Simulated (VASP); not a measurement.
# Cd (Fm-3m) in VASP: further runs

The runs below take Cd through relaxation of cell and atoms, with pbesol exchange, lda correlation.

All numbers are computed with VASP 6.6.1; they aren't measurements. Logs are shortened: lines on timing, memory, paths and dates and some standing lists are left out, and cuts for length are marked.

### 1 The cell of the first run

The structure is cubic, space group Fm-3m (No. 225). Conventional cell: a = 4.420 Å, b = 4.420 Å, c = 4.420 Å, α = 90.00°, β = 90.00°, γ = 90.00°. Within 4.1 Å of Cd (site symmetry m-3m) lie 12 Cd at 3.13 Å.

This isn't the form of Cd at room conditions, which is hcp.

### 2 Relaxation of cell and atoms, pbesol exchange, lda correlation, target pressure 20 GPa, at which the enthalpy is minimised

Contents of INCAR:

```
SYSTEM = Cd
ALGO = Normal
EDIFF = 1E-7
EDIFFG = -0.02
ENCUT = 500
GGA = LIBXC
GGA_COMPAT = .FALSE.
IBRION = 2
ISIF = 3
ISMEAR = 1
LASPH = .TRUE.
LCHARG = .FALSE.
LIBXC1 = GGA_X_PBE_SOL
LIBXC2 = LDA_C_PW
LREAL = .FALSE.
LWAVE = .FALSE.
NELM = 120
NELMIN = 4
NSW = 80
PREC = Accurate
PSTRESS = 200.0
SIGMA = 0.1
```

Contents of KPOINTS:

```
k-points
0
G
  9 9 9
  0 0 0
```

Contents of POSCAR:

```
Cd
1.0
    0.0000000000      2.2100000000      2.2100000000
    2.2100000000      0.0000000000      2.2100000000
    2.2100000000      2.2100000000      0.0000000000
Cd
1
Direct
    0.0000000000      0.0000000000      0.0000000000
```

Potentials or basis: VASP PAW PBE potentials, release 64 (Cd).

On the command line:

```
> cat potpaw_PBE.64/Cd/POTCAR > POTCAR
> mpirun -np 1 vasp_std > vasp.out
```

OUTCAR:

```text
SYSTEM = Cd
   EDIFF = 1E-7
   EDIFFG = -0.02
   ENCUT = 500
   GGA = LIBXC
   IBRION = 2
   ISIF = 3
   ISMEAR = 1
   LASPH = .TRUE.
   LREAL = .FALSE.
   NELM = 120
   NELMIN = 4
   NSW = 80
   PREC = Accurate
   PSTRESS = 200.0

 ion  position               nearest neighbor table
   1  0.000  0.000  0.000-

  LATTYP: Found a face centered cubic cell.
 ALAT       =     4.4200000000

  Lattice vectors:

 A1 = (   0.0000000000,   2.2100000000,   2.2100000000)
 A2 = (   2.2100000000,   0.0000000000,   2.2100000000)
 A3 = (   2.2100000000,   2.2100000000,   0.0000000000)

Analysis of symmetry for initial positions (statically):
=====================================================================
 Subroutine PRICEL returns:
 Original cell was already a primitive cell.

 Routine SETGRP: Setting up the symmetry group for a
 face centered cubic supercell.

 Subroutine GETGRP returns: Found 48 space group operations
 (whereof 48 operations were pure point group operations)
 out of a pool of 48 trial point group operations.

The static configuration has the point symmetry O_h .

Analysis of symmetry for dynamics (positions and initial velocities):
=====================================================================
 Subroutine PRICEL returns:
 Original cell was already a primitive cell.

 Routine SETGRP: Setting up the symmetry group for a
 face centered cubic supercell.

 Subroutine GETGRP returns: Found 48 space group operations
 (whereof 48 operations were pure point group operations)
 out of a pool of 48 trial point group operations.

The dynamic configuration has the point symmetry O_h .

 Subroutine INISYM returns: Found 48 space group operations
 (whereof 48 operations are pure point group operations),
 and found     1 'primitive' translations

----------------------------------------------------------------------------------------

                                     Primitive cell

  volume of cell :      21.5877

  direct lattice vectors                    reciprocal lattice vectors
     0.000000000  2.210000000  2.210000000    -0.226244344  0.226244344  0.226244344
     2.210000000  0.000000000  2.210000000     0.226244344 -0.226244344  0.226244344
     2.210000000  2.210000000  0.000000000     0.226244344  0.226244344 -0.226244344

  length of vectors
     3.125411973  3.125411973  3.125411973     0.391866699  0.391866699  0.391866699

  position of ions in fractional coordinates (direct lattice)
     0.000000000  0.000000000  0.000000000

  ion indices of the primitive-cell ions
   primitive index   ion index
                 1           1

----------------------------------------------------------------------------------------

 KPOINTS: k-points

Automatic generation of k-mesh.
 Grid dimensions read from file:
 generate k-points for:    9    9    9

 Generating k-lattice:

  Cartesian coordinates                     Fractional coordinates (reciprocal lattice)
    -0.025138260  0.025138260  0.025138260     0.111111111  0.000000000  0.000000000
     0.025138260 -0.025138260  0.025138260     0.000000000  0.111111111  0.000000000
     0.025138260  0.025138260 -0.025138260     0.000000000  0.000000000  0.111111111

  Length of vectors
     0.043540744  0.043540744  0.043540744

  Shift w.r.t. Gamma in fractional coordinates (k-lattice)
     0.000000000  0.000000000  0.000000000

 Subroutine IBZKPT returns following result:
 ===========================================

 Found     35 irreducible k-points:

 Following reciprocal coordinates:
            Coordinates               Weight
  0.000000  0.000000  0.000000      1.000000
  0.111111  0.000000  0.000000      8.000000
  0.222222  0.000000  0.000000      8.000000
  0.333333  0.000000  0.000000      8.000000
  0.444444  0.000000  0.000000      8.000000
  0.111111  0.111111  0.000000      6.000000
[... 16 lines left out ...]
 -0.333333  0.333333  0.000000     12.000000
  0.444444  0.444444  0.000000      6.000000
 [... further k-points ...]
   k-points           NKPTS =     35   k-points in BZ     NKDIM =     35   number of bands    NBANDS=     10
   number of dos      NEDOS =    301   number of ions     NIONS =      1
   total plane-waves  NPLWV =  13824
   dimension x,y,z NGX =    24 NGY =   24 NGZ =   24
   dimension x,y,z NGXF=    48 NGYF=   48 NGZF=   48
   ions per type =               1
   NGX,Y,Z   is equivalent  to a cutoff of  12.77, 12.77, 12.77 a.u.
   NGXF,Y,Z  is equivalent  to a cutoff of  25.53, 25.53, 25.53 a.u.
 SYSTEM =  Cd
   PREC   = accura    normal or accurate (medium, high low for compatibility)
   ISTART =      0    job   : 0-new  1-cont  2-samecut
   ICHARG =      2    charge: 1-file 2-atom 10-const
   ISPIN  =      1    spin polarized calculation?
   LNONCOLLINEAR =      F non collinear calculations
   LSORBIT =      F    spin-orbit coupling
   LASPH  =      T    aspherical Exc in radial PAW
   ENCUT  =  500.0 eV  36.75 Ry    6.06 a.u.   5.70  5.70  5.70*2*pi/ulx,y,z
   NELM   =    120;   NELMIN=  4; NELMDL= -5     # of ELM steps
   EDIFF  = 0.1E-06   stopping-criterion for ELM
   LREAL  =      F    real-space projection
   EDIFFG = -.2E-01   stopping-criterion for IOM
   NSW    =     80    number of steps for IOM
   IBRION =      2    ionic relax: 0-MD 1-quasi-New 2-CG
   NFREE  =      1    steps in history (QN), initial steepest desc. (CG)
   ISIF   =      3    stress and relaxation
   ISYM   =      2    0-nonsym 1-usesym 2-fastsym
   POTIM  = 0.5000    time-step for ionic-motion
   TEBEG  =    0.0;   TEEND  =   0.0 temperature during run
   PSTRESS=  200.0 pullay stress
   NELECT =      12.0000    total number of electrons
   NUPDOWN=      -1.0000    fix difference up-down
   EMIN   =  10.00;   EMAX   =-10.00  energy-range for DOS
   EFERMI =   0.00;   METHOD = LEGACY
   ISMEAR =     1;   SIGMA  =   0.10  broadening in eV -4-tet -1-fermi 0-gaus
   EFERMI_NEDOS =   21; number of points for ismear=-14 and -15
   IALGO  =     38    algorithm
   IMIX   =      4    mixing-type and parameters
     AMIX     =   0.40;   BMIX     =  1.00
     AMIX_MAG =   1.60;   BMIX_MAG =  1.00
  volume/ion in A,a.u.               =      21.59       145.68
  Fermi-wavevector in a.u.,A,eV,Ry     =   1.346066  2.543696 24.652305  1.811893
  Thomas-Fermi vector in A             =   2.473928
   LORBIT       =      0    0 simple, 1 ext, 2 COOP (PROOUT), +10 PAW based schemes
   GGA     = LIBXC    functional components
   LHFCALC =     F    Hartree Fock is set to
   AEXX    =    0.0000 exact exchange contribution
   IVDW    =     0    specifies the selected vdW correction
   LEPSILON=     F    determine dielectric tensor
   LRPA    =     F    only Hartree local field effects (RPA)
 conjugate gradient relaxation of ions
 non-spin polarized calculation
 Methfessel and Paxton  Order N= 1 SIGMA  =   0.10
  energy-cutoff  :      500.00
  volume of cell :       21.59
 maximum number of plane-waves:       556
   NGX = 11   NGY = 11   NGZ = 11

--------------------------------------- Ionic step        1  -------------------------------------------

 number of electron      12.0000005 magnetization

 Free energy of the ion-electron system (eV)
  ---------------------------------------------------
  ext. energy  EPLUGINS =         0.00000000
  ---------------------------------------------------
  free energy    TOTEN  =        -0.22699695 eV

  energy without entropy =       -0.22636234  energy(sigma->0) =       -0.22678541

------------------------ aborting loop because EDIFF is reached ----------------------------------------

  FORCE on cell =-STRESS in cart. coord.  units (eV):
  Direction    XX          YY          ZZ          XY          YZ          ZX
  --------------------------------------------------------------------------------------
  -------------------------------------------------------------------------------------
  Total        0.8277336      0.8277336      0.8277336      0.0000000      0.0000000      0.0000000
  in kB       61.4319567     61.4319567     61.4319567      0.0000000      0.0000000      0.0000000
  external PRESSURE =    -138.5680433 kB  Pullay stress =     200.0000000 kB
[... 96 lines left out ...]
  enthalpy is  TOTEN    =         2.3192015799 eV   P V=        2.3281052892

--------------------------------------- Ionic step        4  -------------------------------------------

 number of electron      12.0000005 magnetization

 Free energy of the ion-electron system (eV)
  ---------------------------------------------------
  ext. energy  EPLUGINS =         0.00000000
  ---------------------------------------------------
  free energy    TOTEN  =        -0.00202780 eV

  energy without entropy =       -0.00152995  energy(sigma->0) =       -0.00186185

 E-fermi :   4.0599     XC(G=0): -11.8187

 val. band max:        4.0054486050   @ k =  -0.4444   0.2222   0.0000
 cond. band min:       4.0811064722   @ k =   0.4444   0.0000   0.0000
 fundamental gap:      0.0756578672
 Fermi energy:         4.0598562804

 k-point     1 :       0.0000    0.0000    0.0000
  band No.  band energies     occupation
      1      -5.9622      2.00000
      2      -5.6883      2.00000
      3      -5.6883      2.00000
      4      -5.6883      2.00000
      5      -5.0558      2.00000
      6      -5.0558      2.00000
      7      18.7323      0.00000
      8      20.6127      0.00000
      9      20.6127      0.00000
     10      20.6127      0.00000
[... 287 lines left out ...]
 k-point    24 :       0.4444    0.4444    0.0000
  band No.  band energies     occupation
      1      -6.5541      2.00000
      2      -6.4722      2.00000
      3      -4.5858      2.00000
      4      -4.4564      2.00000
      5      -4.4564      2.00000
      6       1.8882      2.00000
      7       7.2745      0.00000
      8      11.6162      0.00000
      9      11.6162      0.00000
     10      16.5382      0.00000

 [... further k-points ...]

------------------------ aborting loop because EDIFF is reached ----------------------------------------

  FORCE on cell =-STRESS in cart. coord.  units (eV):
  Direction    XX          YY          ZZ          XY          YZ          ZX
  --------------------------------------------------------------------------------------
  -------------------------------------------------------------------------------------
  Total        2.3119435      2.3119435      2.3119435     -0.0000000      0.0000000     -0.0000000
  in kB      199.2081905    199.2081905    199.2081905     -0.0000000      0.0000000     -0.0000000
  external PRESSURE =      -0.7918095 kB  Pullay stress =     200.0000000 kB
[... 16 lines left out ...]
  FREE ENERGIE OF THE ION-ELECTRON SYSTEM (eV)
  ---------------------------------------------------
  free  energy   TOTEN  =        -0.0020277963 eV

  energy  without entropy=       -0.0015299476  energy(sigma->0) =       -0.00186185

  enthalpy is  TOTEN    =         2.3191051310 eV   P V=        2.3211329273

 reached required accuracy - stopping structural energy minimisation
```

Wall time 14 s (1 thread of AMD EPYC 9R45 (Zen 5), shared host); peak memory 0.11 GiB.

Results:

| Item | Value |
| --- | --- |
| Free energy | -0.0020 eV |
| Relaxed volume | 18.59 Å³/atom |
| Relaxed cell | a = 2.974 Å, b = 2.974 Å, c = 2.974 Å, α = 60.00°, β = 60.00°, γ = 60.00° |
| Space group after relaxing (to 0.1 Å) | Fm-3m (No. 225) |
| Energy change on relaxing (the run minimises the enthalpy) | +225.0 meV/atom |
| Ionic steps | 4 |
| Pressure after relaxing | 19.9 GPa |
| Band gap on the k mesh | zero (bands 6 and 7 overlap by 1.42 eV) |

The path:
```
step  energy change (eV)  largest force (eV/Å)  pressure (GPa)  volume (Å³)
   1              0.0000                0.0000            6.14        21.59
   2              0.6662                0.0000           43.55        16.26
   3              0.2181                0.0000           19.54        18.65
   4              0.2250                0.0000           19.92        18.59
```

Final structure:
```yaml
crystal:
  lattice:
    - [0.00000, 2.10273, 2.10273]
    - [2.10273, 0.00000, 2.10273]
    - [2.10273, 2.10273, 0.00000]
  atoms:
    - { symbol: Cd, position: [0.00000, 0.00000, 0.00000] }
```

Levels at points of the mesh, in eV from the Fermi level:
```
           k point  band 2  band 3  band 4  band 5  band 6  band 7  band 8  band 9  band 10
(0.00, 0.00, 0.00)   -9.75   -9.75   -9.75   -9.12   -9.12   14.67   16.55   16.55    16.55
```

Caveat: the cell is relaxed towards a set pressure, so the run minimises the enthalpy, not the energy; the PAW data sets were made with another functional, which shifts forces and pressure a little.

### 3 Relaxation of cell and atoms, pbesol exchange, lda correlation, target pressure 40 GPa, at which the enthalpy is minimised

Contents of INCAR:

```
  PREC = Accurate
  ENCUT = 500
  EDIFF = 1E-7
  ISMEAR = 1
  SIGMA = 0.1
  LREAL = False
  LASPH = True
  NELM = 120
  ALGO = Normal
  ISIF = 3
  LWAVE = False
  LCHARG = False
  GGA = LIBXC
  LIBXC1 = GGA_X_PBE_SOL
  LIBXC2 = LDA_C_PW
  IBRION = 2
  NSW = 80
  EDIFFG = -0.02
  PSTRESS = 400.0
  GGA_COMPAT = False
  NELMIN = 4
```

Contents of KPOINTS:

```
regular mesh
0
Gamma
  9 9 9
```

POSCAR is that of step 2.

Potentials or basis: VASP PAW PBE potentials, release 64 (Cd).

On the command line:

```
> cat potpaw_PBE.64/Cd/POTCAR > POTCAR
> mpirun -np 1 vasp_std > vasp.out
```

Wall time 18 s (1 thread of AMD EPYC 9R45 (Zen 5), shared host); peak memory 0.12 GiB.

Results (log left out):

| Item | Value |
| --- | --- |
| Free energy | 0.3719 eV |
| Relaxed volume | 16.52 Å³/atom |
| Relaxed cell | a = 2.859 Å, b = 2.859 Å, c = 2.859 Å, α = 60.00°, β = 60.00°, γ = 60.00° |
| Space group after relaxing (to 0.1 Å) | Fm-3m (No. 225) |
| Energy change on relaxing (the run minimises the enthalpy) | +598.8 meV/atom |
| Ionic steps | 5 |
| Pressure after relaxing | 40.0 GPa |
| Band gap on the k mesh | zero (bands 6 and 7 overlap by 1.12 eV) |

Step by step:
| step | energy change (eV) | largest force (eV/Å) | pressure (GPa) | volume (Å³) |
| --- | --- | --- | --- | --- |
| 1 | 0.0000 | 0.0000 | 6.14 | 21.59 |
| 2 | 5.9353 | 0.0000 | 341.48 | 10.24 |
| 3 | 0.4729 | 0.0000 | 33.36 | 17.07 |
| 4 | 0.5346 | 0.0000 | 36.66 | 16.79 |
| 5 | 0.5988 | 0.0000 | 40.04 | 16.52 |

Final structure:
```
Cd
1.0
     0.00000    2.02153    2.02153
     2.02153    0.00000    2.02153
     2.02153    2.02153    0.00000
Cd
1
Direct
  0.00000 0.00000 0.00000
```

Levels at points of the mesh, in eV from the Fermi level:
```tsv
k point	band 4	band 5	band 6	band 7	band 8	band 9
(0.00, 0.00, 0.00)	-10.45	-9.64	-9.64	14.80	17.51	17.51
```

Caveat: the cell is relaxed towards a set pressure, so the run minimises the enthalpy, not the energy; the volume moved by over 15 % at a fixed basis, so the end points are rough; the PAW data sets were made with another functional, which shifts forces and pressure a little.

### 4 Relaxation of cell and atoms, pbesol exchange, lda correlation, target pressure 60 GPa, at which the enthalpy is minimised

Changes to INCAR since step 3:

```diff
@@ -18,3 +18,3 @@
   EDIFFG = -0.02
-  PSTRESS = 400.0
+  PSTRESS = 600.0
   GGA_COMPAT = False
```

Contents of KPOINTS:

```
Automatic mesh
0
Gamma
  9 9 9
```

POSCAR is that of step 3.

On the command line:

```
> cat potpaw_PBE.64/Cd/POTCAR > POTCAR
> mpirun -np 1 vasp_std > vasp.out
```

It took 33 s on 1 thread of AMD EPYC 9R45 (Zen 5), shared host; peak memory 0.13 GiB.

Results (log left out):

```
Free energy                                                : 0.7568 eV
Relaxed volume                                             : 15.27 Å³/atom
Relaxed cell                                               : a = 2.785 Å, b = 2.785 Å, c = 2.785 Å, α = 60.00°, β = 60.00°, γ = 60.00°
Space group after relaxing (to 0.1 Å)                      : Fm-3m (No. 225)
Energy change on relaxing (the run minimises the enthalpy) : +983.8 meV/atom
Ionic steps                                                : 10
Pressure after relaxing                                    : 60.0 GPa
Band gap on the k mesh                                     : zero (bands 6 and 7 overlap by 0.88 eV)
```

Step by step:
```
step  energy change (eV)  largest force (eV/Å)  pressure (GPa)  volume (Å³)
   1              0.0000                0.0000            6.14        21.59
   2             33.3384                0.0000         2479.80         5.93
   3              0.0927                0.0000           12.22        19.93
   4              0.2098                0.0000           19.06        18.72
   5              1.3379                0.0000           78.34        14.45
   6              0.9104                0.0000           56.20        15.48
   7              0.9792                0.0000           59.76        15.29
   8              1.0215                0.0000           61.95        15.17
   9              0.8926                0.0000           55.29        15.53
  10              0.9838                0.0000           60.01        15.27
```

Final structure:
```xyz
1
Lattice="0.0000 1.9692 1.9692 1.9692 0.0000 1.9692 1.9692 1.9692 0.0000" Properties=species:S:1:pos:R:3 pbc="T T T"
Cd    0.0000    0.0000    0.0000
```

Levels at points of the mesh, in eV from the Fermi level:
```tsv
k point	band 2	band 3	band 4	band 5	band 6	band 7	band 8	band 9	band 10
(0.00, 0.00, 0.00)	-10.96	-10.96	-10.96	-10.01	-10.01	14.87	18.14	18.14	18.14
```

Caveat: the cell is relaxed towards a set pressure, so the run minimises the enthalpy, not the energy; the volume moved by over 15 % at a fixed basis, so the end points are rough; the PAW data sets were made with another functional, which shifts forces and pressure a little.

### 5 Overview

| cell | gap on the mesh (eV) | pressure (GPa) |
| --- | --- | --- |
| relaxed to 20 GPa | none | 19.9 |
| relaxed to 40 GPa | none | 40.0 |
| relaxed to 60 GPa | none | 60.0 |

Alike in all rows: task relaxation of cell and atoms; level pbesol exchange, lda correlation; potentials or basis VASP PAW PBE potentials, release 64 (Cd); no spin polarisation; k mesh 9 × 9 × 9; cutoff (eV) 500; smearing methfessel-paxton 0.1 eV.

Caveats: the cell is relaxed towards a set pressure, so the run minimises the enthalpy, not the energy; the PAW data sets were made with another functional, which shifts forces and pressure a little; the volume moved by over 15 % at a fixed basis, so the end points are rough (at least some runs).

Total energies depend on the potentials used, so only differences within one code and one set of settings carry meaning.
